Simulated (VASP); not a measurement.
The system is Lu.

```
Lu
1.0
    -1.95411    1.95411    1.95411
     1.95411   -1.95411    1.95411
     1.95411    1.95411   -1.95411
Lu
1
Cartesian
  0.0000 0.0000 0.0000
```

| Property | Result |
| --- | --- |
| Program | VASP 6.6.1 |
| Task | relaxation of cell and atoms |
| Functional | PBEsol |
| Potentials or basis | VASP PAW PBE potentials, release 64 (Lu) |
| Cutoff | 600 eV |
| k mesh | 9 × 9 × 9 |
| Occupations | fermi-dirac, width 0.1 eV |
| Spin | no spin polarisation |

At the start: pressure -2.3 GPa; volume 29.85 Å³/atom.

Task: How do energy, volume and symmetry change on relaxing?

Result: Over 6 steps the energy falls by 14.1 meV/atom and the volume is 28.09 Å³/atom (-5.9 %); space group Im-3m (No. 229, to 0.05 Å).

Step by step:
| step | energy change (eV) | largest force (eV/Å) | pressure (GPa) | volume (Å³) |
| --- | --- | --- | --- | --- |
| 1 | 0.0000 | 0.0000 | -2.31 | 29.85 |
| 2 | -0.0141 | 0.0000 | -0.11 | 28.03 |
| 3 | -0.0140 | 0.0000 | 0.24 | 27.94 |
| 4 | -0.0141 | 0.0000 | 0.23 | 27.99 |
| 5 | -0.0141 | 0.0000 | -0.10 | 28.16 |
| 6 | -0.0141 | 0.0000 | 0.01 | 28.09 |

Final structure:
```
Lu
1.0
    -1.91496    1.91496    1.91496
     1.91496   -1.91496    1.91496
     1.91496    1.91496   -1.91496
Lu
1
Direct
  0.00000 0.00000 0.00000
```

Caveat: the PAW data sets were made with another functional, which shifts forces and pressure a little.
